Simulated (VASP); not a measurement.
Write the native input for VASP 6.6.1 that does the following.

- Task: single point
- Functional: PBE
- Dispersion: D3(BJ)
- Potentials or basis: VASP PAW PBE potentials, release 64 (Be, S)
- Cutoff: 520 eV
- k mesh: 8 × 8 × 8
- Occupations: gaussian, width 0.1 eV
- Spin: no spin polarisation
- Dipole correction: no
- Further INCAR settings: ALGO = Normal; EDIFF = 1e-06; NBANDS = 11

The structure of BeS lies in POSCAR:

```
BeS
1.0
    0.0000000000      2.4351516489      2.4351516489
    2.4351516489      0.0000000000      2.4351516489
    2.4351516489      2.4351516489      0.0000000000
Be S
1 1
Direct
    0.0000000000      0.0000000000      0.0000000000
    0.7500000000      0.7500000000      0.7500000000
```

These files were run (other wordings do the same):

INCAR

```
SYSTEM = BeS
PREC = Accurate
ENCUT = 520
EDIFF = 1E-6
ISMEAR = 0
SIGMA = 0.1
LREAL = .False.
LASPH = .True.
NELM = 100
ALGO = Normal
ISIF = 2
LWAVE = .False.
LCHARG = .True.
GGA = PE
IVDW = 12
LELF = .True.
LVHAR = .True.
NBANDS = 11
```

KPOINTS

```
Automatic mesh
0
Gamma
  8 8 8
  0 0 0
```

Potentials or basis: VASP PAW PBE potentials, release 64 (Be, S).

Command:

```console
$ cat potpaw_PBE.64/Be/POTCAR potpaw_PBE.64/S/POTCAR > POTCAR
$ mpirun -np 1 vasp_std > vasp.out
```

It gave:

The pressure is -3.1 GPa, the band gap on the k mesh is 3.14 eV, indirect (least direct gap 5.67 eV) and the dispersion energy per atom is -0.297 eV.

Wall time 17 s on 1 thread of Intel Xeon 8259CL, on a shared host, peak memory 0.16 GiB.
